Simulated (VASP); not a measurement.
Wanted: the native input for a VASP 6.6.1 run.

- Task: single point
- Functional: PBE
- Potentials or basis: VASP PAW PBE potentials, release 64 (C)
- Cutoff: 520 eV
- k mesh: 2 × 2 × 1
- Occupations: fermi-dirac, width 0.05 eV
- Spin: no spin polarisation
- Dipole correction: no
- Further INCAR settings: LREAL = Auto; ALGO = Normal; EDIFF = 1e-06; NBANDS = 51

The structure of C lies in POSCAR:

```
C
1.0
    7.3980000363      0.0000000000      0.0000000000
   -3.6990000181      6.4068559686      0.0000000000
    0.0000000000      0.0000000000     13.0000000000
C
18
Direct
    0.0000000000      0.0000000000      0.0769231000
    0.2222222222      0.1111111111      0.0769231000
    0.0000000000      0.3333333333      0.0769231000
    0.2222222222      0.4444444444      0.0769231000
    0.0000000000      0.6666666667      0.0769231000
    0.2222222222      0.7777777778      0.0769231000
    0.3333333333      0.0000000000      0.0769231000
    0.5555555556      0.1111111111      0.0769231000
    0.3333333333      0.3333333333      0.0769231000
    0.5555555556      0.4444444444      0.0769231000
    0.3333333333      0.6666666667      0.0769231000
    0.5555555556      0.7777777778      0.0769231000
    0.6666666667      0.0000000000      0.0769231000
    0.8888888889      0.1111111111      0.0769231000
    0.6666666667      0.3333333333      0.0769231000
    0.8888888889      0.4444444444      0.0769231000
    0.6666666667      0.6666666667      0.0769231000
    0.8888888889      0.7777777778      0.0769231000
```

The input as run:

INCAR

```
PREC = Accurate ; ENCUT = 520
EDIFF = 1E-6 ; ISMEAR = -1
SIGMA = 0.05 ; LREAL = Auto
LASPH = True ; NELM = 100
ALGO = Normal ; ISIF = 2
LWAVE = False ; LCHARG = False
GGA = PE ; NBANDS = 51
```

KPOINTS

```
Automatic mesh
0
Gamma
  2 2 1
```

Potentials or basis: VASP PAW PBE potentials, release 64 (C).

Command:

```console
$ cat potpaw_PBE.64/C/POTCAR > POTCAR
$ mpirun -np 1 vasp_std > vasp.out
```

It gave:

- Band gap on the k mesh: zero (filled and empty bands touch)

Caveat: the k points lie up to 0.49 Å⁻¹ apart; there is no dipole correction, which matters where the two faces differ.

Run time: 3.5 min on 1 thread of Intel Xeon 8259CL, on a shared host, peak memory 0.57 GiB.
